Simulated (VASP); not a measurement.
# HfB (rocksalt type) (Fm-3m) in VASP: further runs

The runs below take HfB (rocksalt type) through single point, relaxation of cell and atoms, with r2SCAN.

All numbers are computed with VASP 6.6.1; they aren't measurements. Logs are shortened: lines on timing, memory, paths and dates and some standing lists are left out, and cuts for length are marked.

## (1) The cell of the first run

The structure is cubic, space group Fm-3m (No. 225). The conventional cell has a = 4.825 Å, b = 4.825 Å, c = 4.825 Å, α = 90.00°, β = 90.00°, γ = 90.00°. Hf (site symmetry m-3m) has 6 B at 2.41 Å within 3.2 Å. B (site symmetry m-3m) has 6 Hf at 2.41 Å within 3.2 Å.

## (2) Single point, r2SCAN

File POSCAR:

```
HfB
1.0
    0.0000000000      2.4123027358      2.4123027358
    2.4123027358      0.0000000000      2.4123027358
    2.4123027358      2.4123027358      0.0000000000
Hf B
1 1
Direct
    0.0000000000      0.0000000000      0.0000000000
    0.5000000000      0.5000000000      0.5000000000
```

File INCAR.step1:

```
SYSTEM = HfB
PREC     = Accurate       ! precision mode
ENCUT    = 520            ! plane-wave cutoff, eV
ISMEAR   = -1             ! smearing method
SIGMA    = 0.05           ! smearing width, eV
LREAL    = .False.        ! projectors in reciprocal space
LASPH    = .True.         ! aspherical terms in the spheres
NELM     = 60             ! most SCF steps
NBANDS   = 14             ! bands
GGA      = PE             ! functional
ALGO     = Normal         ! electronic algorithm
EDIFF    = 1E-4           ! SCF threshold, eV
LWAVE    = .True.         ! write WAVECAR
LCHARG   = .False.        ! write CHGCAR
```

File INCAR.step2:

```
SYSTEM = HfB
PREC     = Accurate       ! precision mode
ENCUT    = 520            ! plane-wave cutoff, eV
EDIFF    = 1E-6           ! SCF threshold, eV
ISMEAR   = -1             ! smearing method
SIGMA    = 0.05           ! smearing width, eV
LREAL    = .False.        ! projectors in reciprocal space
LASPH    = .True.         ! aspherical terms in the spheres
NELM     = 60             ! most SCF steps
ALGO     = Normal         ! electronic algorithm
ISIF     = 2              ! what is computed and relaxed
LWAVE    = .False.        ! write WAVECAR
LCHARG   = .False.        ! write CHGCAR
METAGGA  = R2SCAN         ! meta-GGA
LMIXTAU  = .True.       
NBANDS   = 14             ! bands
ISTART   = 1
```

File KPOINTS:

```
Automatic mesh
0
Gamma
  16 16 16
  0 0 0
```

Potentials or basis: VASP PAW PBE potentials, release 64 (Hf_pv, B).

Run with:

```
> cat potpaw_PBE.64/Hf_pv/POTCAR potpaw_PBE.64/B/POTCAR > POTCAR
> cp INCAR.step1 INCAR
> mpirun -np 1 vasp_std > vasp.out
> cp INCAR.step2 INCAR
> mpirun -np 1 vasp_std > vasp.out
```

OUTCAR:

```text
SYSTEM = HfB
   PREC = Accurate
   ENCUT = 520
   EDIFF = 1E-6
   ISMEAR = -1
   LREAL = .False.
   LASPH = .True.
   NELM = 60
   ISIF = 2
   METAGGA = R2SCAN
   ISTART = 1

 ion  position               nearest neighbor table
   1  0.000  0.000  0.000-   2 2.41   2 2.41   2 2.41   2 2.41   2 2.41   2 2.41
   2  0.500  0.500  0.500-   1 2.41   1 2.41   1 2.41   1 2.41   1 2.41   1 2.41

  LATTYP: Found a face centered cubic cell.
 ALAT       =     4.8246054716

  Lattice vectors:

 A1 = (   0.0000000000,   2.4123027358,   2.4123027358)
 A2 = (   2.4123027358,   0.0000000000,   2.4123027358)
 A3 = (   2.4123027358,   2.4123027358,   0.0000000000)

Analysis of symmetry for initial positions (statically):
=====================================================================
 Subroutine PRICEL returns:
 Original cell was already a primitive cell.

 Routine SETGRP: Setting up the symmetry group for a
 face centered cubic supercell.

 Subroutine GETGRP returns: Found 48 space group operations
 (whereof 48 operations were pure point group operations)
 out of a pool of 48 trial point group operations.

The static configuration has the point symmetry O_h .

Analysis of symmetry for dynamics (positions and initial velocities):
=====================================================================
 Subroutine PRICEL returns:
 Original cell was already a primitive cell.

 Routine SETGRP: Setting up the symmetry group for a
 face centered cubic supercell.

 Subroutine GETGRP returns: Found 48 space group operations
 (whereof 48 operations were pure point group operations)
 out of a pool of 48 trial point group operations.

The dynamic configuration has the point symmetry O_h .

 Subroutine INISYM returns: Found 48 space group operations
 (whereof 48 operations are pure point group operations),
 and found     1 'primitive' translations

----------------------------------------------------------------------------------------

                                     Primitive cell

  volume of cell :      28.0754

  direct lattice vectors                    reciprocal lattice vectors
     0.000000000  2.412302736  2.412302736    -0.207270834  0.207270834  0.207270834
     2.412302736  0.000000000  2.412302736     0.207270834 -0.207270834  0.207270834
     2.412302736  2.412302736  0.000000000     0.207270834  0.207270834 -0.207270834

  length of vectors
     3.411511246  3.411511246  3.411511246     0.359003615  0.359003615  0.359003615

  position of ions in fractional coordinates (direct lattice)
     0.000000000  0.000000000  0.000000000
     0.500000000  0.500000000  0.500000000

  ion indices of the primitive-cell ions
   primitive index   ion index
                 1           1
                 2           2

----------------------------------------------------------------------------------------

 KPOINTS: Automatic mesh

Automatic generation of k-mesh.
 Grid dimensions read from file:
 generate k-points for:   16   16   16

 Generating k-lattice:

  Cartesian coordinates                     Fractional coordinates (reciprocal lattice)
    -0.012954427  0.012954427  0.012954427     0.062500000  0.000000000  0.000000000
     0.012954427 -0.012954427  0.012954427     0.000000000  0.062500000  0.000000000
     0.012954427  0.012954427 -0.012954427     0.000000000  0.000000000  0.062500000

  Length of vectors
     0.022437726  0.022437726  0.022437726

  Shift w.r.t. Gamma in fractional coordinates (k-lattice)
     0.000000000  0.000000000  0.000000000

 Subroutine IBZKPT returns following result:
 ===========================================

 Found    145 irreducible k-points:

 Following reciprocal coordinates:
            Coordinates               Weight
  0.000000  0.000000  0.000000      1.000000
  0.062500  0.000000  0.000000      8.000000
  0.125000  0.000000  0.000000      8.000000
  0.187500  0.000000  0.000000      8.000000
  0.250000  0.000000  0.000000      8.000000
  0.312500  0.000000  0.000000      8.000000
[... 16 lines left out ...]
 -0.125000  0.062500  0.000000     24.000000
 -0.062500  0.062500  0.000000     12.000000
 [... further k-points ...]
   k-points           NKPTS =    145   k-points in BZ     NKDIM =    145   number of bands    NBANDS=     14
   number of dos      NEDOS =    301   number of ions     NIONS =      2
   total plane-waves  NPLWV =  21952
   dimension x,y,z NGX =    28 NGY =   28 NGZ =   28
   dimension x,y,z NGXF=    56 NGYF=   56 NGZF=   56
   ions per type =               1   1
   NGX,Y,Z   is equivalent  to a cutoff of  13.64, 13.64, 13.64 a.u.
   NGXF,Y,Z  is equivalent  to a cutoff of  27.29, 27.29, 27.29 a.u.
 SYSTEM =  HfB
   PREC   = accura    normal or accurate (medium, high low for compatibility)
   ISTART =      1    job   : 0-new  1-cont  2-samecut
   ICHARG =      0    charge: 1-file 2-atom 10-const
   ISPIN  =      1    spin polarized calculation?
   LNONCOLLINEAR =      F non collinear calculations
   LSORBIT =      F    spin-orbit coupling
   LASPH  =      T    aspherical Exc in radial PAW
   ENCUT  =  520.0 eV  38.22 Ry    6.18 a.u.   6.34  6.34  6.34*2*pi/ulx,y,z
   NELM   =     60;   NELMIN=  2; NELMDL=  0     # of ELM steps
   EDIFF  = 0.1E-05   stopping-criterion for ELM
   LREAL  =      F    real-space projection
   EDIFFG = 0.1E-04   stopping-criterion for IOM
   NSW    =      0    number of steps for IOM
   IBRION =     -1    ionic relax: 0-MD 1-quasi-New 2-CG
   NFREE  =      0    steps in history (QN), initial steepest desc. (CG)
   ISIF   =      2    stress and relaxation
   ISYM   =      2    0-nonsym 1-usesym 2-fastsym
   POTIM  = 0.5000    time-step for ionic-motion
   TEBEG  =    0.0;   TEEND  =   0.0 temperature during run
   PSTRESS=    0.0 pullay stress
   NELECT =      13.0000    total number of electrons
   NUPDOWN=      -1.0000    fix difference up-down
   EMIN   =  10.00;   EMAX   =-10.00  energy-range for DOS
   EFERMI =   0.00;   METHOD = LEGACY
   ISMEAR =    -1;   SIGMA  =   0.05  broadening in eV -4-tet -1-fermi 0-gaus
   EFERMI_NEDOS =   21; number of points for ismear=-14 and -15
   IALGO  =     38    algorithm
   IMIX   =      4    mixing-type and parameters
     AMIX     =   0.40;   BMIX     =  1.00
     AMIX_MAG =   1.60;   BMIX_MAG =  1.00
  volume/ion in A,a.u.               =      14.04        94.73
  Fermi-wavevector in a.u.,A,eV,Ry     =   1.266526  2.393387 21.824947  1.604088
  Thomas-Fermi vector in A             =   2.399722
   LORBIT       =      0    0 simple, 1 ext, 2 COOP (PROOUT), +10 PAW based schemes
   METAGGA = R2SCAN    functional components
   LHFCALC =     F    Hartree Fock is set to
   AEXX    =    0.0000 exact exchange contribution
   IVDW    =     0    specifies the selected vdW correction
   LEPSILON=     F    determine dielectric tensor
   LRPA    =     F    only Hartree local field effects (RPA)
 non-spin polarized calculation
  energy-cutoff  :      520.00
  volume of cell :       28.08
 maximum number of plane-waves:       775
 NGX is ok and might be reduce to    28
   NGX = 13   NGY = 13   NGZ = 13

 number of electron      13.0000000 magnetization

 Free energy of the ion-electron system (eV)
  ---------------------------------------------------
  ext. energy  EPLUGINS =         0.00000000
  ---------------------------------------------------
  free energy    TOTEN  =       -53.44824140 eV

  energy without entropy =      -53.44067885  energy(sigma->0) =      -53.44446013

 E-fermi :   4.2521     XC(G=0): -12.5398

 val. band max:        4.2354922305   @ k =   0.3125   0.3125   0.0000
 cond. band min:       4.2729998960   @ k =   0.3125   0.2500   0.0000
 fundamental gap:      0.0375076655
 Fermi energy:         4.2521273783

 k-point     1 :       0.0000    0.0000    0.0000
  band No.  band energies     occupation
      1     -25.8676      2.00000
      2     -25.8676      2.00000
      3     -25.8676      2.00000
      4      -5.4963      2.00000
      5       6.5617      0.00000
      6       6.5617      0.00000
      7       6.5617      0.00000
      8       8.0210      0.00000
      9       8.0210      0.00000
     10       8.0210      0.00000
     11       8.1270      0.00000
     12       8.1270      0.00000
     13      15.9854      0.00000
     14      16.0903      0.00000

 k-point     2 :       0.0625    0.0000    0.0000
  band No.  band energies     occupation
      1     -25.8862      2.00000
      2     -25.8695      2.00000
      3     -25.8695      2.00000
      4      -5.3962      2.00000
      5       6.1211      0.00000
      6       6.4473      0.00000
      7       6.4473      0.00000
      8       7.2122      0.00000
      9       7.2122      0.00000
     10       8.2570      0.00000
     11       9.2546      0.00000
     12       9.2546      0.00000
     13      16.2447      0.00000
     14      16.2468      0.00000

 k-point     3 :       0.1250    0.0000    0.0000
  band No.  band energies     occupation
      1     -25.9388      2.00000
      2     -25.8750      2.00000
      3     -25.8750      2.00000
      4      -5.1017      2.00000
      5       5.2339      0.00000
      6       5.7600      0.00000
      7       5.7600      0.00000
      8       7.2009      0.00000
      9       7.2009      0.00000
     10       8.5950      0.00000
     11      10.5573      0.00000
     12      10.5573      0.00000
     13      16.6451      0.00000
     14      16.9603      0.00000
[... 324 lines left out ...]
 k-point    23 :      -0.1250    0.0625    0.0000
  band No.  band energies     occupation
      1     -25.9694      2.00000
      2     -25.8929      2.00000
      3     -25.8730      2.00000
      4      -4.8799      2.00000
      5       4.8318      0.00002
      6       5.2717      0.00000
      7       5.2774      0.00000
      8       6.9993      0.00000
      9       7.8434      0.00000
     10       8.9615      0.00000
     11      10.4124      0.00000
     12      11.7877      0.00000
     13      16.9186      0.00000
     14      17.4546      0.00000

 k-point    24 :      -0.0625    0.0625    0.0000
  band No.  band energies     occupation
      1     -25.9119      2.00000
      2     -25.8804      2.00000
      3     -25.8692      2.00000
      4      -5.2318      2.00000
      5       5.7884      0.00000
      6       5.7912      0.00000
      7       6.1220      0.00000
      8       6.7146      0.00000
      9       7.6154      0.00000
     10       8.6408      0.00000
     11       9.4294      0.00000
     12      10.4537      0.00000
     13      16.4931      0.00000
     14      16.6550      0.00000

 [... further k-points ...]

------------------------ aborting loop because EDIFF is reached ----------------------------------------

  FORCE on cell =-STRESS in cart. coord.  units (eV):
  Direction    XX          YY          ZZ          XY          YZ          ZX
  --------------------------------------------------------------------------------------
  -------------------------------------------------------------------------------------
  Total       -0.0187600     -0.0187600     -0.0187600      0.0000000      0.0000000      0.0000000
  in kB       -1.0705789     -1.0705789     -1.0705789      0.0000000      0.0000000      0.0000000
  external PRESSURE =      -1.0705789 kB  Pullay stress =       0.0000000 kB

 VOLUME and BASIS-vectors are now :
 -----------------------------------------------------------------------------
  energy-cutoff  :      520.00
  volume of cell :       28.08
      direct lattice vectors                 reciprocal lattice vectors
     0.000000000  2.412302736  2.412302736    -0.207270834  0.207270834  0.207270834
     2.412302736  0.000000000  2.412302736     0.207270834 -0.207270834  0.207270834
     2.412302736  2.412302736  0.000000000     0.207270834  0.207270834 -0.207270834

 POSITION                                       TOTAL-FORCE (eV/Angst)
 -----------------------------------------------------------------------------------
      0.00000      0.00000      0.00000         0.000000     -0.000000      0.000000
      2.41230      2.41230      2.41230         0.000000      0.000000     -0.000000
 -----------------------------------------------------------------------------------
    total drift:                               -0.000000      0.000000      0.000000

  FREE ENERGIE OF THE ION-ELECTRON SYSTEM (eV)
  ---------------------------------------------------
  free  energy   TOTEN  =       -53.4482414037 eV

  energy  without entropy=      -53.4406788507  energy(sigma->0) =      -53.44446013
```

Run time: 4.8 min. Hardware: 1 thread of Intel Xeon 8259CL, shared host; peak memory 0.21 GiB.

Results:

```
Free energy            : -53.4482 eV
Pressure               : -0.1 GPa
Band gap on the k mesh : zero (an odd number of electrons rules out a gap without spin polarisation)
```

Caveat: the PAW data sets were made with another functional, which shifts forces and pressure a little; spin-orbit coupling is left out, which moves the levels of the heavy elements.

## (3) Relaxation of cell and atoms, r2SCAN

This run uses another cell than the first one, of 12.33 Å³/atom.

File POSCAR:

```
HfB
1.0
    0.0000000000      2.3100000000      2.3100000000
    2.3100000000      0.0000000000      2.3100000000
    2.3100000000      2.3100000000      0.0000000000
Hf B
1 1
Direct
    0.0000000000      0.0000000000      0.0000000000
    0.5000000000      0.5000000000      0.5000000000
```

File INCAR.step1:

```
PREC = Accurate
ENCUT = 600
ISMEAR = -1
SIGMA = 0.05
LREAL = False
LASPH = True
NELM = 100
GGA = PE
ALGO = Normal
EDIFF = 1E-4
LWAVE = True
LCHARG = False
```

File INCAR.step2:

```
PREC = Accurate
ENCUT = 600
EDIFF = 1E-6
ISMEAR = -1
SIGMA = 0.05
LREAL = False
LASPH = True
NELM = 100
ALGO = Normal
ISIF = 3
LWAVE = False
LCHARG = False
METAGGA = R2SCAN
LMIXTAU = True
IBRION = 2
NSW = 60
EDIFFG = -0.005
ISTART = 1
```

File KPOINTS:

```
Automatic mesh
0
Gamma
  16 16 16
```

Potentials or basis: VASP PAW PBE potentials, release 64 (Hf_pv, B).

Run with:

```
> cat potpaw_PBE.64/Hf_pv/POTCAR potpaw_PBE.64/B/POTCAR > POTCAR
> cp INCAR.step1 INCAR
> mpirun -np 1 vasp_std > vasp.out
> cp INCAR.step2 INCAR
> mpirun -np 1 vasp_std > vasp.out
```

It took 25 min on 1 thread of Intel Xeon 8259CL, shared host; peak memory 0.22 GiB.

The run converged. Its results:

- Free energy: -53.4481 eV
- Relaxed volume: 14.02 Å³/atom
- Relaxed cell: a = 3.410 Å, b = 3.410 Å, c = 3.410 Å, α = 60.00°, β = 60.00°, γ = 60.00°
- Space group after relaxing (to 0.1 Å): Fm-3m (No. 225)
- Energy gained by relaxing: 142.2 meV/atom
- Ionic steps: 16
- Pressure after relaxing: 0.0 GPa
- Band gap on the k mesh: zero (an odd number of electrons rules out a gap without spin polarisation)

The path:
| step | energy change (eV) | largest force (eV/Å) | pressure (GPa) | volume (Å³) |
| --- | --- | --- | --- | --- |
| 1 | 0.0000 | 0.0000 | 29.67 | 24.65 |
| 2 | 0.1891 | 0.0000 | -23.04 | 33.73 |
| 3 | -0.2839 | 0.0000 | -1.02 | 28.22 |
| 4 | -0.2844 | 0.0000 | -0.16 | 28.08 |
| 5 | -0.2843 | 0.0000 | 0.37 | 28.01 |
| 6 | -0.2843 | 0.0000 | 0.30 | 28.01 |
| 7 | -0.2843 | 0.0000 | 0.33 | 28.01 |
| 8 | -0.2843 | 0.0000 | 0.28 | 28.01 |
| 9 | -0.2843 | 0.0000 | 0.27 | 28.01 |
| 10 | -0.2843 | 0.0000 | 0.27 | 28.01 |
| 11 | -0.2843 | 0.0000 | 0.27 | 28.01 |
| 12 | -0.2843 | 0.0000 | 0.27 | 28.01 |
| 13 | -0.2843 | 0.0000 | 0.27 | 28.02 |
| 14 | -0.2843 | 0.0000 | 0.27 | 28.02 |
| 15 | -0.2844 | 0.0000 | 0.26 | 28.03 |
| 16 | -0.2844 | 0.0000 | 0.04 | 28.05 |

Final structure:
```
Hf B
1.0
     0.00000    2.41144    2.41144
     2.41144    0.00000    2.41144
     2.41144    2.41144    0.00000
Hf B
1 1
Cartesian
  2.4114 2.4114 0.0000
  2.4114 2.4114 2.4114
```

Levels at points of the mesh, in eV from the Fermi level:
```tsv
k point	band 3	band 4	band 5	band 6	band 7	band 8	band 9	band 10
(0.00, 0.00, 0.00)	-30.11	-9.75	2.31	2.31	2.31	3.77	3.77	3.77
(0.50, 0.00, 0.00)	-30.16	-4.99	-4.84	-1.23	-1.23	6.08	6.08	7.00
(0.50, 0.50, 0.00)	-30.28	-6.90	-1.47	-0.73	1.99	1.99	5.60	7.24
```

Caveat: the PAW data sets were made with another functional, which shifts forces and pressure a little; spin-orbit coupling is left out, which moves the levels of the heavy elements.

The gap in the log of VASP goes by the Fermi energy; the results here count the filled bands.